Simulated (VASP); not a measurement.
Wanted: the native input for a VASP 6.6.1 run.

* Task: single point
* Functional: PBE
* Potentials or basis: VASP PAW PBE potentials, release 64 (Hf_pv, O)
* Cutoff: 520 eV
* k mesh: 5 × 5 × 6
* Occupations: fermi-dirac, width 0.05 eV
* Spin: no spin polarisation
* Dipole correction: no
* Further INCAR settings: ALGO = Normal; EDIFF = 1e-07; NBANDS = 56

The structure of HfO2 lies in POSCAR:

```
HfO2
1.0
    5.0462222693      0.0000000000      0.0000000000
    0.0000000000      5.1302028656      0.0000000000
    0.0000000000      0.0000000000      4.8580579385
Hf O
4 8
Direct
    0.2225908200      0.7817995800      0.2720679400
    0.7225908200      0.7182004200      0.7279320600
    0.7774091800      0.2182004200      0.2720679400
    0.2774091800      0.2817995800      0.7279320600
    0.1868153200      0.1636487800      0.1045346200
    0.6868153200      0.3363512200      0.8954653800
    0.8131846800      0.8363512200      0.1045346200
    0.3131846800      0.6636487800      0.8954653800
    0.0000000000      0.5000000000      0.4890544500
    0.5000000000      0.0000000000      0.5109455500
    0.0000000000      0.0000000000      0.5756249900
    0.5000000000      0.5000000000      0.4243750100
```

The input as run:

INCAR

```
PREC = Accurate ; ENCUT = 520
EDIFF = 1E-7 ; ISMEAR = -1
SIGMA = 0.05 ; LREAL = F
LASPH = T ; NELM = 60
ALGO = Normal ; ISIF = 2
LWAVE = F ; LCHARG = F
GGA = PE ; NBANDS = 56
```

KPOINTS

```
regular mesh
0
Gamma
  5 5 6
```

Potentials or basis: VASP PAW PBE potentials, release 64 (Hf_pv, O).

Launch:

```bash
$ cat potpaw_PBE.64/Hf_pv/POTCAR potpaw_PBE.64/O/POTCAR > POTCAR
$ mpirun -np 1 vasp_std > vasp.out
```

It gave:

```
Pressure               : 12.4 GPa
Largest force          : 0.262 eV/Å
Band gap on the k mesh : 3.88 eV
```

Caveat: the cell stands under pressure; spin-orbit coupling is left out, which moves the levels of the heavy elements.

Run time: 7.4 min on 1 thread of Oxide Virtual Turin-like Processor, with other jobs on the host, peak memory 0.31 GiB.
